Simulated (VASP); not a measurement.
Set up this calculation in VASP 6.6.1, as the native input.

- Task: single point
- Functional: PBEsol
- Potentials or basis: VASP PAW PBE potentials, release 64 (W_sv, S)
- Cutoff: 520 eV
- k mesh: 12 × 12 × 12
- Occupations: fermi-dirac, width 0.1 eV
- Spin: no spin polarisation
- Dipole correction: no
- Further INCAR settings: ALGO = Normal; EDIFF = 1e-07; NBANDS = 20

The structure of WS2 (Tungstenite) lies in POSCAR:

```
WS2
1.0
    1.5790000000      0.9116360000      6.1633330000
   -1.5790000000      0.9116360000      6.1633330000
    0.0000000000     -1.8232720000      6.1633330000
W S
1 2
Direct
    0.0000000000      0.0000000000      0.0000000000
    0.2497000000      0.2497000000      0.2497000000
    0.4190000000      0.4190000000      0.4190000000
```

The input as run:

INCAR

```
SYSTEM = WS2
PREC = Accurate
ENCUT = 520
EDIFF = 1E-7
ISMEAR = -1
SIGMA = 0.1
LREAL = .FALSE.
LASPH = .TRUE.
NELM = 100
ALGO = Normal
ISIF = 2
LWAVE = .FALSE.
LCHARG = .FALSE.
GGA = PS
NBANDS = 20
```

KPOINTS

```
Automatic mesh
0
G
  12 12 12
  0 0 0
```

Potentials or basis: VASP PAW PBE potentials, release 64 (W_sv, S).

Run with:

```sh
$ cat potpaw_PBE.64/W_sv/POTCAR potpaw_PBE.64/S/POTCAR > POTCAR
$ mpirun -np 1 vasp_std > vasp.out
```

Results of the run:

```
Pressure               : -0.5 GPa
Largest force          : 0.601 eV/Å
Band gap on the k mesh : 0.99 eV, indirect (least direct gap 1.89 eV)
```

Caveat: the PAW data sets were made with another functional, which shifts forces and pressure a little; spin-orbit coupling is left out, which moves the levels of the heavy elements.

Wall time 12 min on 1 thread of AMD EPYC 7R13 Processor (Zen 3), on a shared host, peak memory 0.4 GiB.
